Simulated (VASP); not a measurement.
# TiTe2: single point with LDA

Crystal: TiTe2.

```
Te Ti
1.0
     3.77700    0.00000    0.00000
    -1.88850    3.27098    0.00000
     0.00000    0.00000    6.49800
Te Ti
2 1
Direct
  0.33333 0.66667 0.73720
  0.66667 0.33333 0.26280
  0.00000 0.00000 0.00000
```

```
Program                : VASP 6.6.1
Task                   : single point
Functional             : LDA
Potentials or basis    : VASP PAW LDA potentials, release 64 (Te, Ti_sv)
Cutoff                 : 520 eV
k mesh                 : 6 × 6 × 3
Occupations            : fermi-dirac, width 0.05 eV
Spin                   : non-collinear spin, zero start, spin-orbit coupling
Starting moments       : [[0.0, 0.0, 0.0], [0.0, 0.0, 0.0], [0.0, 0.0, 0.0]] μB
Dipole correction      : no
Further INCAR settings : ALGO = Normal; EDIFF = 1e-06; NBANDS = 37
```

```
Pressure                                              : -4.0 GPa
Largest force                                         : 0.321 eV/Å
Net moment                                            : 0.00 μB per cell
Valence electrons inside the program's atomic spheres : Te 3.42; Ti 10.19
```

Forces on the atoms (eV/Å):
```
Te   0.000  0.000  0.321
Te   0.000  0.000 -0.321
Ti   0.000  0.000  0.000
```

Stress tensor (GPa, compression positive):
```
-3.94  0.00  0.00
 0.00 -3.94  0.00
 0.00  0.00 -4.07
```

Moments on the atoms (μB; x, y, z):
```
Te  0.00 0.00 0.00
Te  0.00 0.00 0.00
Ti  0.00 0.00 0.00
```

It took 76 s on 1 thread of AMD EPYC 9R45 96-Core Processor (Zen 5) (shared host), peak memory 0.27 GiB.

Caveat: the cell stands under tension.
